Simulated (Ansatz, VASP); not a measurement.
HC12: VASP beside Ansatz

INCAR

```
PREC = Accurate
ENCUT = 520
EDIFF = 1E-6
ISMEAR = 0
SIGMA = 0.05
LREAL = Auto
LASPH = T
NELM = 100
ALGO = Normal
ISIF = 2
LWAVE = F
LCHARG = F
LDIPOL = T
IDIPOL = 3
DIPOL = 0.5 0.5 0.300
NBANDS = 68
```

Contents of KPOINTS:

```
Automatic mesh
0
Gamma
  6 4 1
```

File POSCAR:

```
HC12
1.0
    4.8892663280      0.0000000000      0.0000000000
   -2.4446331640      6.7739291692      0.0000000000
    0.0000000000      0.0000000000     22.7684096771
C H
24 2
Direct
    0.4020794403      0.3041588806      0.1756820110
    0.4020794403      0.8041588805      0.1756820110
    0.9020794403      0.3041588806      0.1756820110
    0.9020794403      0.8041588805      0.1756820110
    0.1630408159      0.3260816317      0.2059829668
    0.1630408159      0.8260816317      0.2059829668
    0.6630408159      0.3260816317      0.2059829668
    0.6630408159      0.8260816317      0.2059829668
    0.1846395683      0.3692791367      0.2666259491
    0.1846395683      0.8692791367      0.2666259491
    0.6846395683      0.3692791367      0.2666259491
    0.6846395683      0.8692791367      0.2666259491
    0.4461625696      0.3923265051      0.2960492075
    0.4461625696      0.8923265051      0.2960492075
    0.9461625696      0.3923265051      0.2960492075
    0.9461625696      0.8923265051      0.2960492075
    0.4715644646      0.4431294558      0.3591099590
    0.4715644646      0.9431294558      0.3591099590
    0.9715644646      0.4431294558      0.3591099590
    0.9715644646      0.9431294558      0.3591099590
    0.2327030006      0.4654044969      0.3851129614
    0.2327030006      0.9654044969      0.3851129614
    0.7327030006      0.4654044969      0.3851129614
    0.7327030006      0.9654044969      0.3851129614
    0.2327030006      0.9202753343      0.5168744697
    0.2327030006      1.0105336595      0.5168744697
```

Input for Ansatz:

```yaml
crystal:
  lattice:
    - [4.889266328, 0.0, 0.0]
    - [-2.444633164, 6.7739291692, 0.0]
    - [0.0, 0.0, 22.7684096771]
  atoms:
    - { symbol: C, position: [0.4020794403, 0.3041588806, 0.175682011] }
    - { symbol: C, position: [0.4020794403, 0.8041588805, 0.175682011] }
    - { symbol: C, position: [0.9020794403, 0.3041588806, 0.175682011] }
    - { symbol: C, position: [0.9020794403, 0.8041588805, 0.175682011] }
    - { symbol: C, position: [0.1630408159, 0.3260816317, 0.2059829668] }
    - { symbol: C, position: [0.1630408159, 0.8260816317, 0.2059829668] }
    - { symbol: C, position: [0.6630408159, 0.3260816317, 0.2059829668] }
    - { symbol: C, position: [0.6630408159, 0.8260816317, 0.2059829668] }
    - { symbol: C, position: [0.1846395683, 0.3692791367, 0.2666259491] }
    - { symbol: C, position: [0.1846395683, 0.8692791367, 0.2666259491] }
    - { symbol: C, position: [0.6846395683, 0.3692791367, 0.2666259491] }
    - { symbol: C, position: [0.6846395683, 0.8692791367, 0.2666259491] }
    - { symbol: C, position: [0.4461625696, 0.3923265051, 0.2960492075] }
    - { symbol: C, position: [0.4461625696, 0.8923265051, 0.2960492075] }
    - { symbol: C, position: [0.9461625696, 0.3923265051, 0.2960492075] }
    - { symbol: C, position: [0.9461625696, 0.8923265051, 0.2960492075] }
    - { symbol: C, position: [0.4715644646, 0.4431294558, 0.359109959] }
    - { symbol: C, position: [0.4715644646, 0.9431294558, 0.359109959] }
    - { symbol: C, position: [0.9715644646, 0.4431294558, 0.359109959] }
    - { symbol: C, position: [0.9715644646, 0.9431294558, 0.359109959] }
    - { symbol: C, position: [0.2327030006, 0.4654044969, 0.3851129614] }
    - { symbol: C, position: [0.2327030006, 0.9654044969, 0.3851129614] }
    - { symbol: C, position: [0.7327030006, 0.4654044969, 0.3851129614] }
    - { symbol: C, position: [0.7327030006, 0.9654044969, 0.3851129614] }
    - { symbol: H, position: [0.2327030006, 0.9202753343, 0.5168744697] }
    - { symbol: H, position: [0.2327030006, 1.0105336595, 0.5168744697] }
basis:
  ecutwfc: 420
kpoints:
  mp_grid: { grid: [6, 4, 1] }
hamiltonian:
  xc: lda
  pseudopotentials: { kind: paw, azcp: { folder: soft_1 } }
scf:
  occupations: { method: gaussian, width: 0.05 }
output:
  forces: true
  eigenvalues: true
efield:
  axis: 3
  dipole_correction: true
  ramp_width: 0.04
```

Alike in both runs: task single point; functional LDA; k mesh 6 × 4 × 1; occupations gaussian, width 0.05 eV; no spin polarisation.

```csv
,VASP,Ansatz
version,VASP 6.6.1,Ansatz 0.2.0
potentials or method,"VASP PAW LDA potentials, release 64 (C, H), cutoff 520 eV","scalar-relativistic, plane waves, PAW"
valence electrons in the cell,98,98
```

Ansatz gave:

* gap on the k mesh at the Fermi level (eV): none
* rms of the force components (eV/Å): 1.322

Which values does VASP return?

gap on the k mesh at the Fermi level (eV): none; rms of the force components (eV/Å): 1.324.

Ansatz warns that its potentials were made for another functional, while VASP's fit it. LDA's correlation is that of Perdew and Zunger in VASP and of Perdew and Wang (1992) in Ansatz. Atom by atom the forces differ by 0.024 eV/Å (rms over components). A gap of «none» marks a metal or a gap that the smearing closes.
